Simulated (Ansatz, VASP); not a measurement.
**Two plane-wave programs on P**

```
CELL_PARAMETERS angstrom
-1.77194 2.39657 1.69617
1.77194 -2.39657 1.69617
1.77194 2.39657 -1.69617
ATOMIC_POSITIONS crystal
P 0.76739 0.01739 0.75000
P 0.23261 0.98261 0.25000
```

Change from the starting cell: strain +0.0450 x Voigt [1, 0, 0, 0, 0, 0], atoms carried along.

Alike in both runs: task single point; functional PBEsol; dispersion D3(BJ); k mesh 24 × 24 × 24; occupations gaussian, width 0.15 eV; no spin polarisation.

|  | VASP | Ansatz |
| --- | --- | --- |
| version | VASP 6.6.1 | Ansatz 0.2.0 |
| potentials or method | VASP PAW PBE potentials, release 64 (P), cutoff 520 eV | scalar-relativistic, plane waves, PAW |
| valence electrons in the cell | 10 | 10 |

VASP gave:

```
gap on the k mesh at the Fermi level (eV)                     : none
pressure (GPa)                                                : -5.2
traceless stress, the component that is largest in VASP (GPa) : -4.86
rms of the force components (eV/Å)                            : 0.067
```

Task: What did Ansatz give for the same quantities?

Result: gap on the k mesh at the Fermi level (eV): none; pressure (GPa): -5.3; traceless stress, the component that is largest in VASP (GPa): -4.84; rms of the force components (eV/Å): 0.059.

VASP's potentials were made for PBE, not for PBEsol. Atom by atom the forces differ by 0.008 eV/Å (rms over components). A gap of «none» marks a metal or a gap that the smearing closes.
